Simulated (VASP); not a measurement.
# ZnS (dq5): relaxation of cell and atoms with LDA

ZnS (dq5):

```
Zn S
1.0
     0.00000    2.69368    2.69368
     2.69368    0.00000    2.69368
     2.69368    2.69368    0.00000
Zn S
1 1
Cartesian
  0.0000 0.0000 0.0000
  4.0405 4.0405 4.0405
```

```yaml
Program: VASP 6.6.1
Task: relaxation of cell and atoms
Functional: LDA
Potentials_or_basis: VASP PAW LDA potentials, release 64 (Zn, S)
Cutoff: 600 eV
k_mesh: 8 × 8 × 8
Occupations: gaussian, width 0.02 eV
Spin: no spin polarisation
Dipole_correction: no
Further_INCAR_settings: ALGO = Normal; EDIFF = 1e-06; IBRION = 2; EDIFFG = -0.002; NSW = 100; ISIF = 3
```

The relaxed volume is 18.63 Å³/atom. The relaxed cell is a = 3.749 Å, b = 3.749 Å, c = 3.749 Å, α = 60.00°, β = 60.00°, γ = 60.00°. The space group after relaxing (to 0.05 Å) is F-43m (No. 216) and the energy gained by relaxing is 11.1 meV/atom. The ionic steps are 6. The pressure after relaxing is 0.0 GPa. The band gap on the k mesh is 2.15 eV, direct.

The path:
| step | energy change (eV) | largest force (eV/Å) | pressure (GPa) | volume (Å³) |
| --- | --- | --- | --- | --- |
| 1 | 0.0000 | 0.0000 | -3.65 | 39.09 |
| 2 | -0.0192 | 0.0000 | 1.51 | 36.63 |
| 3 | -0.0222 | 0.0000 | -0.09 | 37.24 |
| 4 | -0.0222 | 0.0000 | 0.15 | 37.21 |
| 5 | -0.0222 | 0.0000 | -0.07 | 37.30 |
| 6 | -0.0222 | 0.0000 | -0.01 | 37.25 |

Final structure:
```xyz
2
Lattice="0.0000 2.6508 2.6508 2.6508 0.0000 2.6508 2.6508 2.6508 0.0000" Properties=species:S:1:pos:R:3 pbc="T T T"
Zn    2.6508    5.3016    2.6508
S     3.9762    3.9762    3.9762
```

Levels at points of the mesh, in eV from the valence-band top:
```csv
k point,band 7,band 8,band 9,band 10,band 11,band 12
"(0.00, 0.00, 0.00)",0.00,0.00,0.00,2.15,6.21,6.21
"(0.50, 0.00, 0.00)",-5.76,-0.96,-0.96,3.23,6.76,6.76
"(0.50, 0.50, 0.00)",-4.90,-2.46,-2.46,3.06,3.89,11.14
```

Wall time 27 s on 1 thread of Intel(R) Xeon(R) 6975P-C (Granite Rapids), on a shared host, peak memory 0.16 GiB.
